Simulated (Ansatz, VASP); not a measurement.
Two plane-wave programs on B

INCAR

```
PREC     = Accurate       # precision mode
ENCUT    = 910            # plane-wave cutoff, eV
EDIFF    = 1E-7           # SCF threshold, eV
ISMEAR   = 0              # smearing method
SIGMA    = 0.1            # smearing width, eV
LREAL    = False          # projectors in reciprocal space
LASPH    = True           # aspherical terms in the spheres
NELM     = 120            # most SCF steps
ALGO     = Normal         # electronic algorithm
ISIF     = 3              # what is computed and relaxed
LWAVE    = False          # write WAVECAR
LCHARG   = False          # write CHGCAR
GGA      = PE             # functional
IBRION   = 2              # ionic algorithm
NSW      = 90             # ionic steps
EDIFFG   = -0.04          # ionic threshold
GGA_COMPAT= False        
NELMIN   = 4
```

File KPOINTS:

```
Automatic mesh
0
Gamma
  10 6 6
```

The input POSCAR:

```
B
1.0
    1.8518601900      0.0000000000      0.0000000000
    0.0000000000      2.9388209000      0.0000000000
    0.0000000000      0.0000000000      3.1112576600
B
2
Direct
    0.0000000000      0.0000000000      0.5498235800
    0.5000000000      0.5000000000      0.4501764200
```

Input for Ansatz:

```yaml
crystal:
  lattice:
    - [1.85186019, 0.0, 0.0]
    - [0.0, 2.9388209, 0.0]
    - [0.0, 0.0, 3.11125766]
  atoms:
    - { symbol: B, position: [0.0, 0.0, 0.54982358] }
    - { symbol: B, position: [0.5, 0.5, 0.45017642] }
basis:
  ecutwfc: 420
kpoints:
  mp_grid: { grid: [10, 6, 6] }
hamiltonian:
  xc: pbe
scf:
  occupations: { method: gaussian, width: 0.1 }
  lower_state_search: "off"
output:
  forces: true
  stress: true
  eigenvalues: true
relax:
  adjacent_minimum: "off"
  f_tol: 0.04
  max_steps: 70
  cell: { stress_tol: 0.4 }
```

Alike in both runs: task relaxation of cell and atoms; functional PBE; k mesh 10 × 6 × 6; occupations gaussian, width 0.1 eV; no spin polarisation.

|  | VASP | Ansatz |
| --- | --- | --- |
| version | VASP 6.6.1 | Ansatz 0.2.0 |
| potentials or method | VASP PAW PBE potentials, release 64 (B_h), cutoff 910 eV | scalar-relativistic, plane waves, PAW |
| valence electrons in the cell | 6 | 6 |

VASP gave:

```
gap on the k mesh at the Fermi level, each at its own relaxed structure (eV) : none
relaxed volume (Å³/atom)                                                     : 8.67
relaxed length of the cell vector where the two differ most in proportion (Å)              : 3.724
```

Q: Which values does Ansatz return?

A: gap on the k mesh at the Fermi level, each at its own relaxed structure (eV): none; relaxed volume (Å³/atom): 8.82; relaxed length of the cell vector where the two differ most in proportion (Å): 3.781.

A gap of «none» marks a metal or a gap that the smearing closes.
